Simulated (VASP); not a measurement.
## PbSe: relaxation of cell and atoms with PBEsol

The system is PbSe.

```
Pb Se
1.0
     0.00000    3.05146    3.05146
     3.05146    0.00000    3.05146
     3.05146    3.05146    0.00000
Pb Se
1 1
Direct
  0.00000 0.00000 0.00000
  0.50000 0.50000 0.50000
```

```
Program                : VASP 6.6.1
Task                   : relaxation of cell and atoms
Functional             : PBEsol
Potentials or basis    : VASP PAW PBE potentials, release 64 (Pb_d, Se)
Cutoff                 : 600 eV
k mesh                 : 14 × 14 × 14
Occupations            : gaussian, width 0.01 eV
Spin                   : no spin polarisation
Target pressure        : 15 GPa
Dipole correction      : no
Further INCAR settings : ALGO = Normal; EDIFF = 1e-06; IBRION = 2; EDIFFG = -0.002; NSW = 100; ISIF = 3
```

* Relaxed volume: 23.61 Å³/atom
* Relaxed cell: a = 4.057 Å, b = 4.057 Å, c = 4.057 Å, α = 60.00°, β = 60.00°, γ = 60.00°
* Space group after relaxing (to 0.1 Å): Fm-3m (No. 225)
* Energy change on relaxing (the run minimises the enthalpy): +190.9 meV/atom
* Ionic steps: 7
* Pressure after relaxing: 15.0 GPa
* Band gap on the k mesh: 0.40 eV

The path:
| step | energy change (eV) | largest force (eV/Å) | pressure (GPa) | volume (Å³) |
| --- | --- | --- | --- | --- |
| 1 | 0.0000 | 0.0000 | 0.03 | 56.83 |
| 2 | 2.2459 | 0.0000 | 53.86 | 37.67 |
| 3 | 0.3394 | 0.0000 | 13.89 | 47.70 |
| 4 | 0.3732 | 0.0000 | 14.77 | 47.32 |
| 5 | 0.3899 | 0.0000 | 15.20 | 47.14 |
| 6 | 0.3732 | 0.0000 | 14.78 | 47.32 |
| 7 | 0.3819 | 0.0000 | 15.00 | 47.22 |

Final structure:
```
CELL_PARAMETERS angstrom
0.00000 2.86888 2.86888
2.86888 0.00000 2.86888
2.86888 2.86888 0.00000
ATOMIC_POSITIONS crystal
Pb 0.00000 0.00000 0.00000
Se 0.50000 0.50000 0.50000
```

Levels at points of the mesh, in eV from the valence-band top:
| k point | band 6 | band 7 | band 8 | band 9 | band 10 | band 11 | band 12 | band 13 | band 14 |
| --- | --- | --- | --- | --- | --- | --- | --- | --- | --- |
| (0.00, 0.00, 0.00) | -15.14 | -5.61 | -2.49 | -2.49 | -2.49 | 5.44 | 5.44 | 5.44 | 6.33 |
| (0.50, 0.00, 0.00) | -13.53 | -9.83 | -1.88 | -1.88 | 0.00 | 0.63 | 1.48 | 1.48 | 8.99 |
| (0.50, 0.50, 0.00) | -12.71 | -7.48 | -6.47 | -4.25 | -4.25 | 3.03 | 6.71 | 6.71 | 7.20 |

Run time: 9 min on 1 thread of Intel Xeon 8259CL, with other jobs on the host, peak memory 0.3 GiB.

Caveat: the cell is relaxed towards a set pressure, so the run minimises the enthalpy, not the energy; the volume moved by over 15 % at a fixed basis, so the end points are rough; the PAW data sets were made with another functional, which shifts forces and pressure a little; spin-orbit coupling is left out, which moves the levels of the heavy elements. A k mesh can miss the band edges.
